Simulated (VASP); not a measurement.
AlHCl4, 6 atoms in the cell. Symmetry: P4/mmm, No. 123, tetragonal system. The conventional cell has a = 4.043 Å, b = 4.043 Å, c = 6.868 Å, α = 90.00°, β = 90.00°, γ = 90.00°. Al (site symmetry 4/mmm) has 10 Cl at 2.71 to 2.95 Å within 3.6 Å. Within 3.6 Å of H (site symmetry 4/mmm) lie 10 Cl at 2.71 to 2.95 Å. Cl (site symmetry 4mm) has 1 Cl at 1.44 Å within 1.9 Å. Within 1.9 Å of Cl (site symmetry 4mm) lie 1 Cl at 1.45 Å. The cell was generated, and may not be a known phase.

```yaml
Program: VASP 6.6.1
Task: relaxation of cell and atoms
Functional: PBE
Potentials_or_basis: VASP PAW PBE potentials, release 64 (Al, H, Cl)
Cutoff: 600 eV
k_mesh: 4 × 4 × 4
Occupations: gaussian, width 0.1 eV
Spin: no spin polarisation
Dipole_correction: no
Further_INCAR_settings: ALGO = Normal; EDIFF = 1e-06; IBRION = 2; EDIFFG = -0.04; NSW = 90; ISIF = 3
```

Potentials or basis: VASP PAW PBE potentials, release 64 (Al, H, Cl).

Run with:

```bash
$ cat potpaw_PBE.64/Al/POTCAR potpaw_PBE.64/H/POTCAR potpaw_PBE.64/Cl/POTCAR > POTCAR
$ mpirun -np 1 vasp_std > vasp.out
```

Hardware: 1 thread of Intel(R) Xeon(R) 6975P-C (Granite Rapids), on a shared host.

Problem. How long does it take, and how much memory?

Solution. Wall time 14 min on 1 thread of Intel(R) Xeon(R) 6975P-C (Granite Rapids), on a shared host, peak memory 0.25 GiB. Counts: scf iterations 605, k points 18, ion steps 65.
